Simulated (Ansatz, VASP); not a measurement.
# SnO: VASP beside Ansatz

```
Sn O
1.0
     3.31561    0.00000    0.00000
     0.00000    5.70499    0.00000
     0.00000    0.00000    3.89416
Sn O
2 2
Direct
  0.00000 0.23379 0.52617
  0.50000 0.76621 0.02617
  0.09330 0.83113 0.72383
  0.59330 0.06042 0.22383
```

Change from the starting cell: all O atoms moved +0.438 Å, as atom 3 along Cartesian [1 -1 0].

Alike in both runs: task single point; functional PBEsol; k mesh 8 × 6 × 8; occupations gaussian, width 0.05 eV; no spin polarisation.

```csv
,VASP,Ansatz
version,VASP 6.6.1,Ansatz 0.2.0
potentials or method,"VASP PAW PBE potentials, release 64 (Sn_d, O), cutoff 520 eV","scalar-relativistic, plane waves, PAW"
valence electrons in the cell,40,40
```

```csv
,VASP,Ansatz,Ansatz less VASP
gap on the k mesh at the Fermi level (eV),0.68,0.69,+0.005
least direct gap on the mesh (eV),0.96,0.96,+0.005
pressure (GPa),9.5,9.4,-0.04
"traceless stress, the component that is largest in VASP (GPa)",11.93,11.87,-0.063
rms of the force components (eV/Å),2.780,2.773,-0.0061
```

VASP's potentials were made for PBE, not for PBEsol. Atom by atom the forces differ by 0.025 eV/Å (rms over components).
